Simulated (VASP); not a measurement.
Ba: single point with LDA

The system is Ba.

```
CELL_PARAMETERS angstrom
-2.44493 2.44493 2.44493
2.44493 -2.44493 2.44493
2.44493 2.44493 -2.44493
ATOMIC_POSITIONS crystal
Ba 0.00000 0.00000 0.00000
```

```json
{
 "Program": "VASP 6.6.1",
 "Task": "single point",
 "Functional": "LDA",
 "Potentials or basis": "VASP PAW LDA potentials, release 64 (Ba_sv)",
 "Cutoff": "520 eV",
 "k mesh": "12 × 12 × 12",
 "Occupations": "gaussian, width 0.1 eV",
 "Spin": "no spin polarisation",
 "Dipole correction": "no",
 "Further INCAR settings": "ALGO = Fast; EDIFF = 1e-06; NBANDS = 11"
}
```

```json
{
 "Pressure": "-0.7 GPa",
 "Band gap on the k mesh": "zero (bands 5 and 6 overlap by 1.24 eV)"
}
```

Levels at points of the mesh, in eV from the Fermi level:
```csv
k point,band 3,band 4,band 5,band 6,band 7,band 8
"(0.00, 0.00, 0.00)",-13.61,-13.61,-2.79,1.83,1.83,1.83
"(0.50, 0.00, 0.00)",-13.80,-13.62,-0.96,0.62,1.56,3.36
"(0.50, 0.50, 0.50)",-14.02,-14.02,-0.64,-0.64,4.74,4.74
```

Wall time 51 s on 1 thread of Intel Xeon 8259CL, on a shared host, peak memory 0.18 GiB.

Caveat: spin-orbit coupling is left out, which moves the levels of the heavy elements.
